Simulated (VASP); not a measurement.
# BN (P1) in VASP: a series of runs

BN is run at these levels: PBEsol+D3(BJ); tasks: single point.

Program: VASP 6.6.1. These are calculated values, not measurements. Logs are shortened: lines on timing, memory, paths and dates and some standing lists are left out, and cuts for length are marked.

## Step 1: The cell of the first run

The typed cell holds 2 atoms: a = 2.508 Å, b = 2.508 Å, c = 3.274 Å, α = 101.11°, β = 101.11°, γ = 119.81°.

## Step 2: Single point, PBEsol+D3(BJ)

INCAR

```
SYSTEM = BN
PREC     = Accurate       ! precision mode
ENCUT    = 600            ! plane-wave cutoff, eV
EDIFF    = 1E-6           ! SCF threshold, eV
ISMEAR   = 0              ! smearing method
SIGMA    = 0.01           ! smearing width, eV
LREAL    = .FALSE.        ! projectors in reciprocal space
LASPH    = .TRUE.         ! aspherical terms in the spheres
NELM     = 120            ! most SCF steps
ALGO     = Normal         ! electronic algorithm
ISIF     = 2              ! what is computed and relaxed
LWAVE    = .FALSE.        ! write WAVECAR
LCHARG   = .FALSE.        ! write CHGCAR
GGA      = PS             ! functional
IVDW     = 12             ! dispersion correction
NBANDS   = 11             ! bands
GGA_COMPAT= .FALSE.
```

KPOINTS

```
Automatic mesh
0
G
  8 8 6
  0 0 0
```

POSCAR

```
BN
1.0
    2.5080410000      0.0000000000      0.0000000000
   -1.2467110000      2.1762310000      0.0000000000
   -0.6306650000     -1.0881160000      3.0225400000
B N
1 1
Direct
    0.9796430000      0.9834990000      0.0018060000
    0.6685060000      0.3323850000      0.9849990000
```

Potentials or basis: VASP PAW PBE potentials, release 64 (B, N).

On the command line:

```console
cat potpaw_PBE.64/B/POTCAR potpaw_PBE.64/N/POTCAR > POTCAR
mpirun -np 1 vasp_std > vasp.out
```

OUTCAR:

```text
SYSTEM = BN
   PREC = Accurate
   ENCUT = 600
   EDIFF = 1E-6
   ISMEAR = 0
   LREAL = .FALSE.
   LASPH = .TRUE.
   NELM = 120
   ISIF = 2
   GGA = PS
   IVDW = 12
 IVDW          = 12

 ion  position               nearest neighbor table
   1  0.980  0.983  0.002-   2 1.40   2 1.43   2 1.52
   2  0.669  0.332  0.985-   1 1.40   1 1.43   1 1.52

  LATTYP: Found a face centered orthorhombic cell.
 ALAT       =     2.5153398844
 B/A-ratio  =     1.7253462546
 C/A-ratio  =     2.4032855509

  Lattice vectors:

 A1 = (  -1.8773760000,   1.0881150000,   3.0225400000)
 A2 = (   0.6306650000,   1.0881150000,   3.0225400000)
 A3 = (  -1.2467110000,   2.1762310000,   0.0000000000)

Analysis of symmetry for initial positions (statically):
=====================================================================
 Subroutine PRICEL returns:
 Original cell was already a primitive cell.

 Routine SETGRP: Setting up the symmetry group for a
 face centered orthorhombic supercell.

 Subroutine GETGRP returns: Found  1 space group operations
 (whereof  1 operations were pure point group operations)
 out of a pool of  8 trial point group operations.

The static configuration has the point symmetry C_1 .

Analysis of symmetry for dynamics (positions and initial velocities):
=====================================================================
 Subroutine PRICEL returns:
 Original cell was already a primitive cell.

 Routine SETGRP: Setting up the symmetry group for a
 face centered orthorhombic supercell.

 Subroutine GETGRP returns: Found  1 space group operations
 (whereof  1 operations were pure point group operations)
 out of a pool of  8 trial point group operations.

The dynamic configuration has the point symmetry C_1 .

 Subroutine INISYM returns: Found  1 space group operations
 (whereof  1 operations are pure point group operations),
 and found     1 'primitive' translations

----------------------------------------------------------------------------------------

                                     Primitive cell

  volume of cell :      16.4973

  direct lattice vectors                    reciprocal lattice vectors
     2.508041000  0.000000000  0.000000000     0.398717565  0.228415813  0.165423820
    -1.246711000  2.176231000  0.000000000     0.000000000  0.459510043  0.165423859
    -0.630665000 -1.088116000  3.022540000     0.000000000  0.000000000  0.330847565

  length of vectors
     2.508041000  2.508041005  3.273756684     0.488379484  0.488379496  0.330847565

  position of ions in fractional coordinates (direct lattice)
     0.979643000  0.983499000  0.001806000
     0.668506000  0.332385000  0.984999000

  ion indices of the primitive-cell ions
   primitive index   ion index
                 1           1
                 2           2

----------------------------------------------------------------------------------------

 KPOINTS: Automatic mesh

Automatic generation of k-mesh.
 Grid dimensions read from file:
 generate k-points for:    8    8    6

 Generating k-lattice:

  Cartesian coordinates                     Fractional coordinates (reciprocal lattice)
     0.049839696  0.028551977  0.020677978     0.125000000  0.000000000  0.000000000
     0.000000000  0.057438755  0.020677982     0.000000000  0.125000000  0.000000000
     0.000000000  0.000000000  0.055141261     0.000000000  0.000000000  0.166666667

  Length of vectors
     0.061047436  0.061047437  0.055141261

  Shift w.r.t. Gamma in fractional coordinates (k-lattice)
     0.000000000  0.000000000  0.000000000

 -----------------------------------------------------------------------------
|                                                                             |
|           W    W    AA    RRRRR   N    N  II  N    N   GGGG   !!!           |
|           W    W   A  A   R    R  NN   N  II  NN   N  G    G  !!!           |
|           W    W  A    A  R    R  N N  N  II  N N  N  G       !!!           |
|           W WW W  AAAAAA  RRRRR   N  N N  II  N  N N  G  GGG   !            |
|           WW  WW  A    A  R   R   N   NN  II  N   NN  G    G                |
|           W    W  A    A  R    R  N    N  II  N    N   GGGG   !!!           |
|                                                                             |
|     Your reciprocal lattice and k-lattice belong to different lattice       |
|     classes:                                                                |
|                                                                             |
|        The reciprocal lattice is body-centered orthorhombic,                |
|        whereas your k-lattice is base-centered monoclinic.                  |
|                                                                             |
|     Results are often still useful ...                                      |
|                                                                             |
 -----------------------------------------------------------------------------

 WARNING: IBZKPT: internal override: KBLOWUP is changed to .FALSE.
      ... skipping the blow-up phase ...

 Subroutine IBZKPT returns following result:
 ===========================================

 Found    196 irreducible k-points:

 Following reciprocal coordinates:
            Coordinates               Weight
  0.000000  0.000000  0.000000      1.000000
  0.125000 -0.000000  0.000000      2.000000
  0.250000 -0.000000  0.000000      2.000000
  0.375000 -0.000000  0.000000      2.000000
  0.500000 -0.000000  0.000000      1.000000
  0.000000  0.125000 -0.000000      2.000000
[... 16 lines left out ...]
  0.125000  0.375000  0.000000      2.000000
  0.250000  0.375000  0.000000      2.000000
 [... further k-points ...]
   k-points           NKPTS =    196   k-points in BZ     NKDIM =    196   number of bands    NBANDS=     11
   number of dos      NEDOS =    301   number of ions     NIONS =      2
   total plane-waves  NPLWV =  11200
   dimension x,y,z NGX =    20 NGY =   20 NGZ =   28
   dimension x,y,z NGXF=    40 NGYF=   40 NGZF=   56
   ions per type =               1   1
   NGX,Y,Z   is equivalent  to a cutoff of  13.26, 13.26, 14.22 a.u.
   NGXF,Y,Z  is equivalent  to a cutoff of  26.51, 26.51, 28.44 a.u.
 SYSTEM =  BN
   PREC   = accura    normal or accurate (medium, high low for compatibility)
   ISTART =      0    job   : 0-new  1-cont  2-samecut
   ICHARG =      2    charge: 1-file 2-atom 10-const
   ISPIN  =      1    spin polarized calculation?
   LNONCOLLINEAR =      F non collinear calculations
   LSORBIT =      F    spin-orbit coupling
   LASPH  =      T    aspherical Exc in radial PAW
   ENCUT  =  600.0 eV  44.10 Ry    6.64 a.u.   5.01  5.01  6.54*2*pi/ulx,y,z
   NELM   =    120;   NELMIN=  2; NELMDL= -5     # of ELM steps
   EDIFF  = 0.1E-05   stopping-criterion for ELM
   LREAL  =      F    real-space projection
   EDIFFG = 0.1E-04   stopping-criterion for IOM
   NSW    =      0    number of steps for IOM
   IBRION =     -1    ionic relax: 0-MD 1-quasi-New 2-CG
   NFREE  =      0    steps in history (QN), initial steepest desc. (CG)
   ISIF   =      2    stress and relaxation
   ISYM   =      2    0-nonsym 1-usesym 2-fastsym
   POTIM  = 0.5000    time-step for ionic-motion
   TEBEG  =    0.0;   TEEND  =   0.0 temperature during run
   PSTRESS=    0.0 pullay stress
   NELECT =       8.0000    total number of electrons
   NUPDOWN=      -1.0000    fix difference up-down
   EMIN   =  10.00;   EMAX   =-10.00  energy-range for DOS
   EFERMI =   0.00;   METHOD = LEGACY
   ISMEAR =     0;   SIGMA  =   0.01  broadening in eV -4-tet -1-fermi 0-gaus
   EFERMI_NEDOS =   21; number of points for ismear=-14 and -15
   IALGO  =     38    algorithm
   IMIX   =      4    mixing-type and parameters
     AMIX     =   0.40;   BMIX     =  1.00
     AMIX_MAG =   1.60;   BMIX_MAG =  1.00
  volume/ion in A,a.u.               =       8.25        55.66
  Fermi-wavevector in a.u.,A,eV,Ry     =   1.286178  2.430523 22.507475  1.654253
  Thomas-Fermi vector in A             =   2.418268
   LORBIT       =      0    0 simple, 1 ext, 2 COOP (PROOUT), +10 PAW based schemes
   GGA     = PS    functional components
   LHFCALC =     F    Hartree Fock is set to
   AEXX    =    0.0000 exact exchange contribution
   IVDW    =    12    specifies the selected vdW correction
   LEPSILON=     F    determine dielectric tensor
   LRPA    =     F    only Hartree local field effects (RPA)
 non-spin polarized calculation
 Gauss-broadening in eV      SIGMA  =   0.01
  energy-cutoff  :      600.00
  volume of cell :       16.50
 maximum number of plane-waves:       568
   NGX =  9   NGY =  9   NGZ = 13

 number of electron       8.0000000 magnetization

 Free energy of the ion-electron system (eV)
  ---------------------------------------------------
  ext. energy  EPLUGINS =         0.00000000
  ---------------------------------------------------
  free energy    TOTEN  =       -18.14085383 eV

  energy without entropy =      -18.14085383  energy(sigma->0) =      -18.14085383

 E-fermi :   3.4646     XC(G=0): -10.9172

 val. band max:        3.3789777782   @ k =   0.3750   0.3750   0.1667
 cond. band min:       6.0419931593   @ k =   0.5000   0.5000   0.5000
 fundamental gap:      2.6630153811
 Fermi energy:         3.4645530221

 k-point     1 :       0.0000    0.0000    0.0000
  band No.  band energies     occupation
      1     -14.9148      2.00000
      2      -0.4771      2.00000
      3       0.8859      2.00000
      4       2.5023      2.00000
      5       8.6146      0.00000
      6      13.4809      0.00000
      7      15.5680      0.00000
      8      16.1995      0.00000
      9      18.1594      0.00000
     10      28.3951      0.00000
     11      30.3674      0.00000

 k-point     2 :       0.1250   -0.0000    0.0000
  band No.  band energies     occupation
      1     -14.5818      2.00000
      2      -0.3114      2.00000
      3       0.4092      2.00000
      4       1.1635      2.00000
      5       9.4046      0.00000
      6      13.6539      0.00000
      7      15.1609      0.00000
      8      16.7596      0.00000
      9      18.9061      0.00000
     10      26.5178      0.00000
     11      29.1921      0.00000
[... 295 lines left out ...]
 k-point    24 :       0.2500    0.3750    0.0000
  band No.  band energies     occupation
      1     -11.1250      2.00000
      2      -5.3387      2.00000
      3      -3.4187      2.00000
      4       2.8112      2.00000
      5       7.5593      0.00000
      6      14.9084      0.00000
      7      17.5548      0.00000
      8      18.5928      0.00000
      9      21.6163      0.00000
     10      24.4794      0.00000
     11      26.7267      0.00000

 [... further k-points ...]

------------------------ aborting loop because EDIFF is reached ----------------------------------------

 Edisp (eV)   -0.22050

 E8    (eV) :    -0.1099

  FORCE on cell =-STRESS in cart. coord.  units (eV):
  Direction    XX          YY          ZZ          XY          YZ          ZX
  --------------------------------------------------------------------------------------
  -------------------------------------------------------------------------------------
  Total      -0.85045     0.43749     0.28292    -0.53933     0.12227     0.05666
  in kB     -82.59416    42.48797    27.47677   -52.37845    11.87466     5.50244
  external pressure =       -4.21 kB  Pullay stress =        0.00 kB

 VOLUME and BASIS-vectors are now :
 -----------------------------------------------------------------------------
  energy-cutoff  :      600.00
  volume of cell :       16.50
      direct lattice vectors                 reciprocal lattice vectors
     2.508041000  0.000000000  0.000000000     0.398717565  0.228415813  0.165423820
    -1.246711000  2.176231000  0.000000000     0.000000000  0.459510043  0.165423859
    -0.630665000 -1.088116000  3.022540000     0.000000000  0.000000000  0.330847565

 POSITION                                       TOTAL-FORCE (eV/Angst)
 -----------------------------------------------------------------------------------
      1.22971      2.13836      0.00546         1.668941      2.094992     -0.583647
      0.64105     -0.34845      2.97720        -1.668941     -2.094992      0.583647
 -----------------------------------------------------------------------------------
    total drift:                               -0.000243     -0.000064     -0.000153

  FREE ENERGIE OF THE ION-ELECTRON SYSTEM (eV)
  ---------------------------------------------------
  free  energy   TOTEN  =       -18.3613522081 eV

  energy  without entropy=      -18.3613522081  energy(sigma->0) =      -18.36135221
```

Run time: 14 s. Hardware: 1 thread of Intel Xeon 6975P-C (Granite Rapids), shared host; peak memory 0.17 GiB.

What came out:

- Free energy: -18.3614 eV
- Pressure: -0.4 GPa
- Largest force: 2.741 eV/Å
- Band gap on the k mesh: 2.66 eV, indirect (least direct gap 4.45 eV)
- Dispersion energy per atom: -0.110 eV

Forces on the atoms (eV/Å):
```
B    1.669  2.095 -0.584
N   -1.669 -2.095  0.584
```

Stress tensor (GPa, compression positive):
```
-8.26 -5.24  0.55
-5.24  4.25  1.19
 0.55  1.19  2.75
```

Levels at points of the mesh, in eV from the valence-band top:
```
           k point  band 2  band 3  band 4  band 5  band 6  band 7
(0.00, 0.00, 0.00)   -3.86   -2.49   -0.88    5.24   10.10   12.19
(0.50, 0.00, 0.00)   -9.16   -4.90   -1.66    4.74    9.34   13.40
(0.00, 0.50, 0.00)   -9.41   -4.16   -1.14    3.63    9.46   13.68
(0.50, 0.50, 0.00)   -9.59   -4.31   -0.19    6.12    8.89   12.18
(0.00, 0.00, 0.50)   -7.17   -2.51   -0.92    9.81   10.57   12.17
(0.50, 0.00, 0.50)   -9.17   -4.90   -1.56    4.41    9.38   13.64
(0.00, 0.50, 0.50)   -9.40   -4.15   -1.24    3.85    9.40   13.56
(0.50, 0.50, 0.50)   -9.04   -4.46   -2.30    2.66    9.00   15.23
```

Caveat: three body term missing; the PAW data sets were made with another functional, which shifts forces and pressure a little. A k mesh can miss the band edges.

## Step 3: Single point, PBEsol+D3(BJ)

INCAR

```
PREC = Accurate ; ENCUT = 600
EDIFF = 1E-6 ; ISMEAR = 0
SIGMA = 0.01 ; LREAL = False
LASPH = True ; NELM = 120
ALGO = Normal ; ISIF = 2
LWAVE = False ; LCHARG = True
GGA = PS ; IVDW = 12
LELF = True ; LVHAR = True
NBANDS = 11 ; GGA_COMPAT = False
```

KPOINTS

```
regular mesh
0
Gamma
  8 8 6
```

POSCAR is that of step 2.

Potentials or basis: VASP PAW PBE potentials, release 64 (B, N).

On the command line:

```console
cat potpaw_PBE.64/B/POTCAR potpaw_PBE.64/N/POTCAR > POTCAR
mpirun -np 1 vasp_std > vasp.out
```

It took 15 s on 1 thread of Intel Xeon 6975P-C (Granite Rapids), shared host; peak memory 0.17 GiB.

The run converged. Its results:

| Quantity | Value |
| --- | --- |
| Free energy | -18.3614 eV |
| Pressure | -0.4 GPa |
| Largest force | 2.741 eV/Å |
| Band gap on the k mesh | 2.66 eV, indirect (least direct gap 4.45 eV) |
| Dispersion energy per atom | -0.110 eV |

Forces on the atoms (eV/Å):
```
B    1.669  2.095 -0.584
N   -1.669 -2.095  0.584
```

Stress tensor (GPa, compression positive):
```
-8.26 -5.24  0.55
-5.24  4.25  1.19
 0.55  1.19  2.75
```

Levels at points of the mesh, in eV from the valence-band top:
```csv
k point,band 1,band 2,band 3,band 4,band 5,band 6,band 7,band 8
"(0.00, 0.00, 0.00)",-18.29,-3.86,-2.49,-0.88,5.24,10.10,12.19,12.82
"(0.50, 0.00, 0.00)",-14.84,-9.16,-4.90,-1.66,4.74,9.34,13.40,16.97
"(0.00, 0.50, 0.00)",-15.00,-9.41,-4.16,-1.14,3.63,9.46,13.68,17.03
"(0.50, 0.50, 0.00)",-15.09,-9.59,-4.31,-0.19,6.12,8.89,12.18,14.38
"(0.00, 0.00, 0.50)",-17.70,-7.17,-2.51,-0.92,9.81,10.57,12.17,12.36
"(0.50, 0.00, 0.50)",-14.83,-9.17,-4.90,-1.56,4.41,9.38,13.64,17.19
"(0.00, 0.50, 0.50)",-15.00,-9.40,-4.15,-1.24,3.85,9.40,13.56,16.88
"(0.50, 0.50, 0.50)",-14.75,-9.04,-4.46,-2.30,2.66,9.00,15.23,19.47
```

Caveat: three body term missing; the PAW data sets were made with another functional, which shifts forces and pressure a little. A k mesh can miss the band edges.
